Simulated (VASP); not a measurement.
# TiO (P-6m2) in VASP: a series of runs

TiO is run at these levels: r2SCAN; tasks: single point.

Everything below comes from runs of VASP 6.6.1. Logs are shortened: lines on timing, memory, paths and dates and some standing lists are left out, and cuts for length are marked.

## (1) The cell of the first run

It takes space group P-6m2 (No. 187, hexagonal). The conventional cell has a = 3.020 Å, b = 3.020 Å, c = 2.429 Å, α = 90.00°, β = 90.00°, γ = 120.00°. Ti (site symmetry -6m2) has 6 O at 2.12 Å and 2 Ti at 2.43 Å within 2.8 Å. Within 2.8 Å of O (site symmetry -6m2) lie 6 Ti at 2.12 Å and 2 O at 2.43 Å.

## (2) Single point, r2SCAN

Input file POSCAR:

```
TiO
1.0
    3.0200391422      0.0000000000      0.0000000000
   -1.5100195711      2.6154306176      0.0000000000
    0.0000000000      0.0000000000      2.4290096785
Ti O
1 1
Direct
    0.6666666667      0.3333333333      0.0000000000
    0.0000000000      0.0000000000      0.5000000000
```

Input file INCAR.step1:

```
PREC = Accurate
ENCUT = 520
ISMEAR = 0
SIGMA = 0.15
LREAL = False
LASPH = True
NELM = 80
NBANDS = 16
GGA = PE
ALGO = Normal
EDIFF = 1E-4
LWAVE = True
LCHARG = False
```

Input file INCAR.step2:

```
PREC = Accurate
ENCUT = 520
EDIFF = 1E-6
ISMEAR = 0
SIGMA = 0.15
LREAL = False
LASPH = True
NELM = 80
ALGO = Normal
ISIF = 2
LWAVE = False
LCHARG = True
METAGGA = R2SCAN
LMIXTAU = True
LELF = True
LVHAR = True
NBANDS = 16
ISTART = 1
```

Input file KPOINTS:

```
Automatic mesh
0
Gamma
  30 30 24
```

Potentials or basis: VASP PAW PBE potentials, release 64 (Ti_sv, O).

Run with:

```bash
$ cat potpaw_PBE.64/Ti_sv/POTCAR potpaw_PBE.64/O/POTCAR > POTCAR
$ cp INCAR.step1 INCAR
$ mpirun -np 1 vasp_std > vasp.out
$ cp INCAR.step2 INCAR
$ mpirun -np 1 vasp_std > vasp.out
```

OUTCAR:

```text
PREC = Accurate
   ENCUT = 520
   EDIFF = 1E-6
   ISMEAR = 0
   LREAL = False
   LASPH = True
   NELM = 80
   ISIF = 2
   METAGGA = R2SCAN
   ISTART = 1

 ion  position               nearest neighbor table
   1  0.667  0.333  0.000-   2 2.12   2 2.12   2 2.12   2 2.12   2 2.12   2 2.12
   2  0.000  0.000  0.500-   1 2.12   1 2.12   1 2.12   1 2.12   1 2.12   1 2.12

  LATTYP: Found a hexagonal cell.
 ALAT       =     3.0200391422
 C/A-ratio  =     0.8042974161

  Lattice vectors:

 A1 = (   3.0200391422,   0.0000000000,   0.0000000000)
 A2 = (  -1.5100195711,   2.6154306176,   0.0000000000)
 A3 = (   0.0000000000,   0.0000000000,   2.4290096785)

Analysis of symmetry for initial positions (statically):
=====================================================================
 Subroutine PRICEL returns:
 Original cell was already a primitive cell.

 Routine SETGRP: Setting up the symmetry group for a
 hexagonal supercell.

 Subroutine GETGRP returns: Found 12 space group operations
 (whereof 12 operations were pure point group operations)
 out of a pool of 24 trial point group operations.

The static configuration has the point symmetry D_3h.

Analysis of symmetry for dynamics (positions and initial velocities):
=====================================================================
 Subroutine PRICEL returns:
 Original cell was already a primitive cell.

 Routine SETGRP: Setting up the symmetry group for a
 hexagonal supercell.

 Subroutine GETGRP returns: Found 12 space group operations
 (whereof 12 operations were pure point group operations)
 out of a pool of 24 trial point group operations.

The dynamic configuration has the point symmetry D_3h.

 Subroutine INISYM returns: Found 12 space group operations
 (whereof 12 operations are pure point group operations),
 and found     1 'primitive' translations

----------------------------------------------------------------------------------------

                                     Primitive cell

  volume of cell :      19.1860

  direct lattice vectors                    reciprocal lattice vectors
     3.020039142  0.000000000  0.000000000     0.331121536  0.191173108  0.000000000
    -1.510019571  2.615430618  0.000000000     0.000000000  0.382346216  0.000000000
     0.000000000  0.000000000  2.429009678     0.000000000  0.000000000  0.411690414

  length of vectors
     3.020039142  3.020039142  2.429009678     0.382346216  0.382346216  0.411690414

  position of ions in fractional coordinates (direct lattice)
     0.666666667  0.333333333  0.000000000
     0.000000000  0.000000000  0.500000000

  ion indices of the primitive-cell ions
   primitive index   ion index
                 1           1
                 2           2

----------------------------------------------------------------------------------------

 KPOINTS: Automatic mesh

Automatic generation of k-mesh.
 Grid dimensions read from file:
 generate k-points for:   30   30   24

 Generating k-lattice:

  Cartesian coordinates                     Fractional coordinates (reciprocal lattice)
     0.011037385  0.006372437  0.000000000     0.033333333  0.000000000  0.000000000
     0.000000000  0.012744874  0.000000000     0.000000000  0.033333333  0.000000000
     0.000000000  0.000000000  0.017153767     0.000000000  0.000000000  0.041666667

  Length of vectors
     0.012744874  0.012744874  0.017153767

  Shift w.r.t. Gamma in fractional coordinates (k-lattice)
     0.000000000  0.000000000  0.000000000

 Subroutine IBZKPT returns following result:
 ===========================================

 Found   1183 irreducible k-points:

 Following reciprocal coordinates:
            Coordinates               Weight
  0.000000  0.000000  0.000000      1.000000
  0.033333  0.000000  0.000000      6.000000
  0.066667  0.000000  0.000000      6.000000
  0.100000  0.000000  0.000000      6.000000
  0.133333  0.000000  0.000000      6.000000
  0.166667  0.000000  0.000000      6.000000
[... 16 lines left out ...]
  0.233333  0.033333  0.000000     12.000000
  0.266667  0.033333  0.000000     12.000000
 [... further k-points ...]
   k-points           NKPTS =   1183   k-points in BZ     NKDIM =   1183   number of bands    NBANDS=     16
   number of dos      NEDOS =    301   number of ions     NIONS =      2
   total plane-waves  NPLWV =  10368
   dimension x,y,z NGX =    24 NGY =   24 NGZ =   18
   dimension x,y,z NGXF=    48 NGYF=   48 NGZF=   36
   ions per type =               1   1
   NGX,Y,Z   is equivalent  to a cutoff of  13.21, 13.21, 12.32 a.u.
   NGXF,Y,Z  is equivalent  to a cutoff of  26.42, 26.42, 24.64 a.u.
 SYSTEM =  unknown system
   PREC   = accura    normal or accurate (medium, high low for compatibility)
   ISTART =      1    job   : 0-new  1-cont  2-samecut
   ICHARG =      0    charge: 1-file 2-atom 10-const
   ISPIN  =      1    spin polarized calculation?
   LNONCOLLINEAR =      F non collinear calculations
   LSORBIT =      F    spin-orbit coupling
   LASPH  =      T    aspherical Exc in radial PAW
   ENCUT  =  520.0 eV  38.22 Ry    6.18 a.u.   5.62  5.62  4.52*2*pi/ulx,y,z
   NELM   =     80;   NELMIN=  2; NELMDL=  0     # of ELM steps
   EDIFF  = 0.1E-05   stopping-criterion for ELM
   LREAL  =      F    real-space projection
   EDIFFG = 0.1E-04   stopping-criterion for IOM
   NSW    =      0    number of steps for IOM
   IBRION =     -1    ionic relax: 0-MD 1-quasi-New 2-CG
   NFREE  =      0    steps in history (QN), initial steepest desc. (CG)
   ISIF   =      2    stress and relaxation
   ISYM   =      2    0-nonsym 1-usesym 2-fastsym
   POTIM  = 0.5000    time-step for ionic-motion
   TEBEG  =    0.0;   TEEND  =   0.0 temperature during run
   PSTRESS=    0.0 pullay stress
   NELECT =      18.0000    total number of electrons
   NUPDOWN=      -1.0000    fix difference up-down
   EMIN   =  10.00;   EMAX   =-10.00  energy-range for DOS
   EFERMI =   0.00;   METHOD = LEGACY
   ISMEAR =     0;   SIGMA  =   0.15  broadening in eV -4-tet -1-fermi 0-gaus
   EFERMI_NEDOS =   21; number of points for ismear=-14 and -15
   IALGO  =     38    algorithm
   IMIX   =      4    mixing-type and parameters
     AMIX     =   0.40;   BMIX     =  1.00
     AMIX_MAG =   1.60;   BMIX_MAG =  1.00
  volume/ion in A,a.u.               =       9.59        64.74
  Fermi-wavevector in a.u.,A,eV,Ry     =   1.602645  3.028560 34.946168  2.568471
  Thomas-Fermi vector in A             =   2.699433
   LORBIT       =      0    0 simple, 1 ext, 2 COOP (PROOUT), +10 PAW based schemes
   METAGGA = R2SCAN    functional components
   LHFCALC =     F    Hartree Fock is set to
   AEXX    =    0.0000 exact exchange contribution
   IVDW    =     0    specifies the selected vdW correction
   LEPSILON=     F    determine dielectric tensor
   LRPA    =     F    only Hartree local field effects (RPA)
 non-spin polarized calculation
 Gauss-broadening in eV      SIGMA  =   0.15
  energy-cutoff  :      520.00
  volume of cell :       19.19
 maximum number of plane-waves:       549
 NGX is ok and might be reduce to    24
   NGX = 11   NGY = 11   NGZ =  9

 number of electron      18.0000006 magnetization

 Free energy of the ion-electron system (eV)
  ---------------------------------------------------
  ext. energy  EPLUGINS =         0.00000000
  ---------------------------------------------------
  free energy    TOTEN  =       -23.48844816 eV

  energy without entropy =      -23.47900681  energy(sigma->0) =      -23.48372749

 E-fermi :  11.6704     XC(G=0): -13.6553

 val. band max:       11.6680365604   @ k =   0.1000   0.0000   0.5000
 cond. band min:      11.6712306119   @ k =   0.4333   0.0667   0.4583
 fundamental gap:      0.0031940515
 Fermi energy:        11.6704443539

 k-point     1 :       0.0000    0.0000    0.0000
  band No.  band energies     occupation
      1     -48.4566      2.00000
      2     -23.4434      2.00000
      3     -23.4434      2.00000
      4     -22.8941      2.00000
      5     -11.8153      2.00000
      6       4.2779      2.00000
[... 8 lines left out ...]
     15      27.2799      0.00000
     16      27.2800      0.00000

 k-point     2 :       0.0333    0.0000    0.0000
  band No.  band energies     occupation
      1     -48.4559      2.00000
      2     -23.4505      2.00000
      3     -23.4446      2.00000
      4     -22.8936      2.00000
      5     -11.8038      2.00000
      6       4.2419      2.00000
[... 8 lines left out ...]
     15      27.1359      0.00000
     16      27.3075      0.00000

 k-point     3 :       0.0667    0.0000    0.0000
  band No.  band energies     occupation
      1     -48.4537      2.00000
      2     -23.4715      2.00000
      3     -23.4484      2.00000
      4     -22.8920      2.00000
      5     -11.7704      2.00000
      6       4.1385      2.00000
[... 8 lines left out ...]
     15      26.8308      0.00000
     16      27.3890      0.00000

 k-point     4 :       0.1000    0.0000    0.0000
  band No.  band energies     occupation
      1     -48.4501      2.00000
      2     -23.5054      2.00000
      3     -23.4545      2.00000
      4     -22.8895      2.00000
      5     -11.7168      2.00000
      6       3.9808      2.00000
[... 8 lines left out ...]
     15      26.4894      0.00000
     16      27.5214      0.00000
[... 324 lines left out ...]
 k-point    22 :       0.2000    0.0333    0.0000
  band No.  band energies     occupation
      1     -48.4291      2.00000
      2     -23.6980      2.00000
      3     -23.4914      2.00000
      4     -22.8745      2.00000
      5     -11.4071      2.00000
      6       3.2332      2.00000
[... 8 lines left out ...]
     15      25.3592      0.00000
     16      28.2695      0.00000

 k-point    23 :       0.2333    0.0333    0.0000
  band No.  band energies     occupation
      1     -48.4220      2.00000
      2     -23.7613      2.00000
      3     -23.5037      2.00000
      4     -22.8695      2.00000
      5     -11.3048      2.00000
      6       3.0292      2.00000
[... 8 lines left out ...]
     15      25.0528      0.00000
     16      28.5109      0.00000

 k-point    24 :       0.2667    0.0333    0.0000
  band No.  band energies     occupation
      1     -48.4149      2.00000
      2     -23.8238      2.00000
      3     -23.5160      2.00000
      4     -22.8645      2.00000
      5     -11.2033      2.00000
      6       2.8438      2.00000
[... 8 lines left out ...]
     15      24.7320      0.00000
     16      28.7107      0.00000

 [... further k-points ...]
[... 5 lines left out ...]
  --------------------------------------------------------------------------------------
  -------------------------------------------------------------------------------------
  Total       -2.2850397     -2.2850397      9.5732654     -0.0000000      0.0000000     -0.0000000
  in kB     -190.8179865   -190.8179865    799.4396039     -0.0000000      0.0000000     -0.0000000
  external PRESSURE =     139.2678770 kB  Pullay stress =       0.0000000 kB

 VOLUME and BASIS-vectors are now :
 -----------------------------------------------------------------------------
  energy-cutoff  :      520.00
  volume of cell :       19.19
      direct lattice vectors                 reciprocal lattice vectors
     3.020039142  0.000000000  0.000000000     0.331121536  0.191173108  0.000000000
    -1.510019571  2.615430618  0.000000000     0.000000000  0.382346216  0.000000000
     0.000000000  0.000000000  2.429009678     0.000000000  0.000000000  0.411690414

 POSITION                                       TOTAL-FORCE (eV/Angst)
 -----------------------------------------------------------------------------------
      1.51002      0.87181      0.00000         0.000000     -0.000000      0.000000
      0.00000      0.00000      1.21450        -0.000000      0.000000      0.000000
 -----------------------------------------------------------------------------------
    total drift:                               -0.000000      0.000000      0.000000

  FREE ENERGIE OF THE ION-ELECTRON SYSTEM (eV)
  ---------------------------------------------------
  free  energy   TOTEN  =       -23.4884481566 eV

  energy  without entropy=      -23.4790068139  energy(sigma->0) =      -23.48372749
```

Run time: 34 min. Hardware: 1 thread of AMD EPYC 7R13, shared host; peak memory 0.42 GiB.

Results:

```
Free energy            : -23.4884 eV
Pressure               : 13.9 GPa
Band gap on the k mesh : zero (band 9 reaches 11.96 eV, above the bottom of band 10 at 10.78 eV)
```

Caveat: the PAW data sets were made with another functional, which shifts forces and pressure a little; semilocal functionals often make such compounds metallic where correlation or magnetic order opens a gap, which also shifts bond lengths.

(Part 1 of 2 ends here.)
